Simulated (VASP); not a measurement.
Here is a VASP 6.6.1 calculation.

File INCAR:

```
SYSTEM = InSe
PREC = Accurate
ENCUT = 520
EDIFF = 1E-7
ISMEAR = 0
SIGMA = 0.02
LREAL = .FALSE.
LASPH = .TRUE.
NELM = 60
ALGO = Normal
ISIF = 2
LWAVE = .FALSE.
LCHARG = .FALSE.
GGA = CA
NBANDS = 27
```

File KPOINTS:

```
Automatic mesh
0
G
  8 8 8
  0 0 0
```

File POSCAR:

```
InSe
1.0
    2.0000000000      1.1547005384      8.4400000000
   -2.0000000000      1.1547005384      8.4400000000
    0.0000000000     -2.3094010768      8.4400000000
In Se
2 2
Direct
    0.8886000000      0.8886000000      0.8886000000
    0.0000000000      0.0000000000      0.0000000000
    0.1719000000      0.1719000000      0.1719000000
    0.3835000000      0.3835000000      0.3835000000
```

Potentials or basis: VASP PAW LDA potentials, release 64 (In_d, Se).

Run with:

```console
$ cat potpaw_LDA.64/In_d/POTCAR potpaw_LDA.64/Se/POTCAR > POTCAR
$ mpirun -np 1 vasp_std > vasp.out
```

**Question.** Estimate the band gap on the k mesh.

**Answer.** 0.23 eV, direct.

**Question.** Predict the pressure.

**Answer.** -1.4 GPa.

Forces on the atoms (eV/Å):
```
In   0.000  0.000  0.253
In   0.000  0.000 -0.235
Se   0.000  0.000  0.034
Se   0.000  0.000 -0.052
```

Caveat: spin-orbit coupling is left out, which moves the levels of the heavy elements.

**Measured values to compare with.**

“The Interaction of Hydrogen with the van der Waals Crystal γ-InSe”, 2020, pmc:7321205 reports, for a bulk crystal of InSe at 300 K: band gap 1.25 eV.

Measured gap of InSe: 1.25 eV (300 K; “The Interaction of Hydrogen with the van der Waals Crystal γ-InSe”, 2020, pmc:7321205). This calculation gives 0.23 eV (-1.02 eV). So large a miss can be the level of theory's own, or it may mean another phase, state or a wrong row. Spin-orbit coupling on In, Se is left out. The value is that of LDA on a finite k mesh, which can miss the band edges, without temperature or zero-point motion. Semilocal functionals fall short of measured gaps as a rule.
